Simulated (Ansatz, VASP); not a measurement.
**NaF in VASP and in Ansatz**

```
Na F
1.0
     0.00000    2.18304    2.18304
     2.18304    0.00000    2.18304
     2.18304    2.18304    0.00000
Na F
1 1
Direct
  0.00000 0.00000 0.00000
  0.50000 0.50000 0.50000
```

Alike in both runs: task single point; functional LDA; k mesh 8 × 8 × 8; occupations gaussian, width 0.1 eV; no spin polarisation.

|  | VASP | Ansatz |
| --- | --- | --- |
| version | VASP 6.6.1 | Ansatz 0.2.0 |
| potentials or method | VASP PAW LDA potentials, release 64 (Na_pv, F) | scalar-relativistic, plane waves, PAW (harder set) |
| plane-wave cutoff (eV) | 600 | 1050 |
| valence electrons in the cell | 14 | 16 |

|  | VASP | Ansatz | Ansatz less VASP |
| --- | --- | --- | --- |
| gap on the k mesh at the Fermi level (eV) | 7.02 | 7.03 | +0.009 |
| least direct gap on the mesh (eV) | 7.02 | 7.03 | +0.009 |
| pressure (GPa) | 7.0 | 7.1 | +0.06 |

LDA's correlation is that of Perdew and Zunger in VASP and of Perdew and Wang (1992) in Ansatz. VASP's potentials hold 14 valence electrons a cell and Ansatz's 16, so a difference there can come from the potentials and not from the codes.
